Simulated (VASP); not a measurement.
# SbMo (Fm-3m) in VASP: further runs, part 2 of 3

VASP 6.6.1.

## (3) Single point, PBEsol

File INCAR:

```
PREC = Accurate
ENCUT = 520
EDIFF = 1E-7
ISMEAR = 0
SIGMA = 0.05
LREAL = False
LASPH = True
NELM = 80
ALGO = Normal
ISIF = 2
LWAVE = False
LCHARG = True
GGA = PS
LELF = True
LVHAR = True
NBANDS = 16
```

File KPOINTS:

```
Automatic mesh
0
Gamma
  10 10 10
```

File POSCAR:

```
SbMo
1.0
    0.0000000000      2.7601270029      2.7601270029
    2.7601270029      0.0000000000      2.7601270029
    2.7601270029      2.7601270029      0.0000000000
Mo Sb
1 1
Direct
    0.5000000000      0.5000000000      0.5000000000
    0.0000000000      0.0000000000      0.0000000000
```

Potentials or basis: VASP PAW PBE potentials, release 64 (Mo_sv, Sb).

The run is started by

```bash
> cat potpaw_PBE.64/Mo_sv/POTCAR potpaw_PBE.64/Sb/POTCAR > POTCAR
> mpirun -np 1 vasp_std > vasp.out
```

OUTCAR:

```text
PREC = Accurate
   ENCUT = 520
   EDIFF = 1E-7
   ISMEAR = 0
   LREAL = False
   LASPH = True
   NELM = 80
   ISIF = 2
   GGA = PS

 ion  position               nearest neighbor table
   1  0.500  0.500  0.500-   2 2.76   2 2.76   2 2.76   2 2.76   2 2.76   2 2.76
   2  0.000  0.000  0.000-   1 2.76   1 2.76   1 2.76   1 2.76   1 2.76   1 2.76

  LATTYP: Found a face centered cubic cell.
 ALAT       =     5.5202540058

  Lattice vectors:

 A1 = (   0.0000000000,   2.7601270029,   2.7601270029)
 A2 = (   2.7601270029,   0.0000000000,   2.7601270029)
 A3 = (   2.7601270029,   2.7601270029,   0.0000000000)

Analysis of symmetry for initial positions (statically):
=====================================================================
 Subroutine PRICEL returns:
 Original cell was already a primitive cell.

 Routine SETGRP: Setting up the symmetry group for a
 face centered cubic supercell.

 Subroutine GETGRP returns: Found 48 space group operations
 (whereof 48 operations were pure point group operations)
 out of a pool of 48 trial point group operations.

The static configuration has the point symmetry O_h .

Analysis of symmetry for dynamics (positions and initial velocities):
=====================================================================
 Subroutine PRICEL returns:
 Original cell was already a primitive cell.

 Routine SETGRP: Setting up the symmetry group for a
 face centered cubic supercell.

 Subroutine GETGRP returns: Found 48 space group operations
 (whereof 48 operations were pure point group operations)
 out of a pool of 48 trial point group operations.

The dynamic configuration has the point symmetry O_h .

 Subroutine INISYM returns: Found 48 space group operations
 (whereof 48 operations are pure point group operations),
 and found     1 'primitive' translations

----------------------------------------------------------------------------------------

                                     Primitive cell

  volume of cell :      42.0550

  direct lattice vectors                    reciprocal lattice vectors
     0.000000000  2.760127003  2.760127003    -0.181151085  0.181151085  0.181151085
     2.760127003  0.000000000  2.760127003     0.181151085 -0.181151085  0.181151085
     2.760127003  2.760127003  0.000000000     0.181151085  0.181151085 -0.181151085

  length of vectors
     3.903409041  3.903409041  3.903409041     0.313762882  0.313762882  0.313762882

  position of ions in fractional coordinates (direct lattice)
     0.500000000  0.500000000  0.500000000
     0.000000000  0.000000000  0.000000000

  ion indices of the primitive-cell ions
   primitive index   ion index
                 1           1
                 2           2

----------------------------------------------------------------------------------------

 KPOINTS: Automatic mesh

Automatic generation of k-mesh.
 Grid dimensions read from file:
 generate k-points for:   10   10   10

 Generating k-lattice:

  Cartesian coordinates                     Fractional coordinates (reciprocal lattice)
    -0.018115108  0.018115108  0.018115108     0.100000000  0.000000000  0.000000000
     0.018115108 -0.018115108  0.018115108     0.000000000  0.100000000  0.000000000
     0.018115108  0.018115108 -0.018115108     0.000000000  0.000000000  0.100000000

  Length of vectors
     0.031376288  0.031376288  0.031376288

  Shift w.r.t. Gamma in fractional coordinates (k-lattice)
     0.000000000  0.000000000  0.000000000

 Subroutine IBZKPT returns following result:
 ===========================================

 Found     47 irreducible k-points:

 Following reciprocal coordinates:
            Coordinates               Weight
  0.000000  0.000000  0.000000      1.000000
  0.100000  0.000000  0.000000      8.000000
  0.200000  0.000000  0.000000      8.000000
  0.300000  0.000000  0.000000      8.000000
  0.400000  0.000000  0.000000      8.000000
  0.500000  0.000000  0.000000      4.000000
[... 16 lines left out ...]
  0.300000  0.300000  0.000000      6.000000
  0.400000  0.300000  0.000000     24.000000
 [... further k-points ...]
   k-points           NKPTS =     47   k-points in BZ     NKDIM =     47   number of bands    NBANDS=     16
   number of dos      NEDOS =    301   number of ions     NIONS =      2
   total plane-waves  NPLWV =  27000
   dimension x,y,z NGX =    30 NGY =   30 NGZ =   30
   dimension x,y,z NGXF=    60 NGYF=   60 NGZF=   60
   ions per type =               1   1
   NGX,Y,Z   is equivalent  to a cutoff of  12.78, 12.78, 12.78 a.u.
   NGXF,Y,Z  is equivalent  to a cutoff of  25.55, 25.55, 25.55 a.u.
 SYSTEM =  unknown system
   PREC   = accura    normal or accurate (medium, high low for compatibility)
   ISTART =      0    job   : 0-new  1-cont  2-samecut
   ICHARG =      2    charge: 1-file 2-atom 10-const
   ISPIN  =      1    spin polarized calculation?
   LNONCOLLINEAR =      F non collinear calculations
   LSORBIT =      F    spin-orbit coupling
   LASPH  =      T    aspherical Exc in radial PAW
   ENCUT  =  520.0 eV  38.22 Ry    6.18 a.u.   7.26  7.26  7.26*2*pi/ulx,y,z
   NELM   =     80;   NELMIN=  2; NELMDL= -5     # of ELM steps
   EDIFF  = 0.1E-06   stopping-criterion for ELM
   LREAL  =      F    real-space projection
   EDIFFG = 0.1E-05   stopping-criterion for IOM
   NSW    =      0    number of steps for IOM
   IBRION =     -1    ionic relax: 0-MD 1-quasi-New 2-CG
   NFREE  =      0    steps in history (QN), initial steepest desc. (CG)
   ISIF   =      2    stress and relaxation
   ISYM   =      2    0-nonsym 1-usesym 2-fastsym
   POTIM  = 0.5000    time-step for ionic-motion
   TEBEG  =    0.0;   TEEND  =   0.0 temperature during run
   PSTRESS=    0.0 pullay stress
   NELECT =      19.0000    total number of electrons
   NUPDOWN=      -1.0000    fix difference up-down
   EMIN   =  10.00;   EMAX   =-10.00  energy-range for DOS
   EFERMI =   0.00;   METHOD = LEGACY
   ISMEAR =     0;   SIGMA  =   0.05  broadening in eV -4-tet -1-fermi 0-gaus
   EFERMI_NEDOS =   21; number of points for ismear=-14 and -15
   IALGO  =     38    algorithm
   IMIX   =      4    mixing-type and parameters
     AMIX     =   0.40;   BMIX     =  1.00
     AMIX_MAG =   1.60;   BMIX_MAG =  1.00
  volume/ion in A,a.u.               =      21.03       141.90
  Fermi-wavevector in a.u.,A,eV,Ry     =   1.256185  2.373846 21.470007  1.578001
  Thomas-Fermi vector in A             =   2.389905
   LORBIT       =      0    0 simple, 1 ext, 2 COOP (PROOUT), +10 PAW based schemes
   GGA     = PS    functional components
   LHFCALC =     F    Hartree Fock is set to
   AEXX    =    0.0000 exact exchange contribution
   IVDW    =     0    specifies the selected vdW correction
   LEPSILON=     F    determine dielectric tensor
   LRPA    =     F    only Hartree local field effects (RPA)
 non-spin polarized calculation
 Gauss-broadening in eV      SIGMA  =   0.05
  energy-cutoff  :      520.00
  volume of cell :       42.05
 maximum number of plane-waves:      1158
 NGX is ok and might be reduce to    30
   NGX = 15   NGY = 15   NGZ = 15

 number of electron      19.0000002 magnetization

 Free energy of the ion-electron system (eV)
  ---------------------------------------------------
  ext. energy  EPLUGINS =         0.00000000
  ---------------------------------------------------
  free energy    TOTEN  =       -14.73666983 eV

  energy without entropy =      -14.73298513  energy(sigma->0) =      -14.73482748

 E-fermi :   9.9650     XC(G=0): -11.5424

 val. band max:        9.9647409404   @ k =   0.5000   0.1000   0.0000
 cond. band min:      10.0113429125   @ k =   0.5000   0.2000   0.1000
 fundamental gap:      0.0466019721
 Fermi energy:         9.9650348508

 k-point     1 :       0.0000    0.0000    0.0000
  band No.  band energies     occupation
      1     -50.8714      2.00000
      2     -25.0183      2.00000
      3     -25.0183      2.00000
      4     -25.0183      2.00000
      5      -1.9875      2.00000
      6       8.5787      2.00000
[... 8 lines left out ...]
     15      16.9782      0.00000
     16      21.3471      0.00000
[... 419 lines left out ...]
 k-point    24 :       0.4000    0.3000    0.0000
  band No.  band energies     occupation
      1     -50.8673      2.00000
      2     -25.0585      2.00000
      3     -25.0352      2.00000
      4     -25.0338      2.00000
      5      -0.2392      2.00000
      6       5.2521      2.00000
[... 8 lines left out ...]
     15      18.3226      0.00000
     16      20.5005      0.00000

 [... further k-points ...]
[... 5 lines left out ...]
  --------------------------------------------------------------------------------------
  -------------------------------------------------------------------------------------
  Total       -1.2625668     -1.2625668     -1.2625668      0.0000000      0.0000000     -0.0000000
  in kB      -48.1002952    -48.1002952    -48.1002952      0.0000000      0.0000000     -0.0000000
  external PRESSURE =     -48.1002952 kB  Pullay stress =       0.0000000 kB

 VOLUME and BASIS-vectors are now :
 -----------------------------------------------------------------------------
  energy-cutoff  :      520.00
  volume of cell :       42.05
      direct lattice vectors                 reciprocal lattice vectors
     0.000000000  2.760127003  2.760127003    -0.181151085  0.181151085  0.181151085
     2.760127003  0.000000000  2.760127003     0.181151085 -0.181151085  0.181151085
     2.760127003  2.760127003  0.000000000     0.181151085  0.181151085 -0.181151085

 POSITION                                       TOTAL-FORCE (eV/Angst)
 -----------------------------------------------------------------------------------
      2.76013      2.76013      2.76013         0.000000      0.000000     -0.000000
      0.00000      0.00000      0.00000        -0.000000     -0.000000      0.000000
 -----------------------------------------------------------------------------------
    total drift:                                0.000000     -0.000000      0.000000

  FREE ENERGIE OF THE ION-ELECTRON SYSTEM (eV)
  ---------------------------------------------------
  free  energy   TOTEN  =       -14.7366698254 eV

  energy  without entropy=      -14.7329851333  energy(sigma->0) =      -14.73482748
```

OSZICAR:

```text
N       E                     dE             d eps       ncg     rms          rms(c)
DAV:   1     0.137207245643E+03    0.13721E+03   -0.10238E+04  1568   0.104E+03
DAV:   2    -0.125501605861E+02   -0.14976E+03   -0.14689E+03  2016   0.305E+02
DAV:   3    -0.152461856101E+02   -0.26960E+01   -0.26846E+01  1728   0.427E+01
DAV:   4    -0.152712660927E+02   -0.25080E-01   -0.25080E-01  1992   0.476E+00
DAV:   5    -0.152718423650E+02   -0.57627E-03   -0.57627E-03  1760   0.595E-01    0.110E+01
DAV:   6    -0.147914157415E+02    0.48043E+00   -0.26993E+00  1528   0.117E+01    0.283E+00
DAV:   7    -0.147450736989E+02    0.46342E-01   -0.20001E-01  1592   0.357E+00    0.245E+00
DAV:   8    -0.147367575494E+02    0.83161E-02   -0.20174E-02  1744   0.916E-01    0.187E-01
DAV:   9    -0.147367067999E+02    0.50750E-04   -0.39116E-04  1792   0.170E-01    0.945E-02
DAV:  10    -0.147366701869E+02    0.36613E-04   -0.13492E-04  1632   0.918E-02    0.421E-02
DAV:  11    -0.147366713478E+02   -0.11609E-05   -0.11414E-05  1752   0.278E-02    0.114E-02
DAV:  12    -0.147366700186E+02    0.13292E-05   -0.92030E-07  1784   0.608E-03    0.867E-04
DAV:  13    -0.147366698493E+02    0.16939E-06   -0.96458E-08  1016   0.276E-03    0.377E-04
DAV:  14    -0.147366698254E+02    0.23830E-07   -0.55700E-09   944   0.679E-04
   1 F= -.14736670E+02 E0= -.14734827E+02  d E =-.368469E-02
```

stdout:

```text
POSCAR found type information on POSCAR MoSb
 POSCAR found :  2 types and       2 ions
 scaLAPACK will be used
 -----------------------------------------------------------------------------
|                                                                             |
|                                                                             |
|     You enforced a specific xc type in the INCAR file but a different       |
|     I HOPE YOU KNOW WHAT YOU ARE DOING!                                     |
|                                                                             |
 -----------------------------------------------------------------------------

 LDA part: xc-table for (Slater+PW92), standard interpolation
 POSCAR, INCAR and KPOINTS ok, starting setup
 FFT: planning ... GRIDC
 FFT: planning ... GRID_SOFT
 FFT: planning ... GRID
 WAVECAR not read
 entering main loop
```

Run time: 19 s. Hardware: 1 thread of AMD EPYC 9R45 (Zen 5), shared host; peak memory 0.16 GiB.

Results:

```
Free energy : -14.7367 eV
Pressure    : -4.8 GPa
```

Levels at points of the mesh, in eV from the Fermi level:
```tsv
k point	band 7	band 8	band 9	band 10	band 11	band 12	band 13	band 14
(0.00, 0.00, 0.00)	-1.39	-1.39	-0.96	-0.96	1.17	1.17	1.17	6.41
(0.50, 0.00, 0.00)	-3.60	-3.60	-0.04	-0.04	0.65	3.87	6.27	6.27
(0.50, 0.50, 0.00)	-2.71	-1.33	-1.33	-0.31	0.50	0.50	1.46	3.87
```

Caveat: the PAW data sets were made with another functional, which shifts forces and pressure a little; spin-orbit coupling is left out, which moves the levels of the heavy elements.

(Part 2 of 3 ends here.)
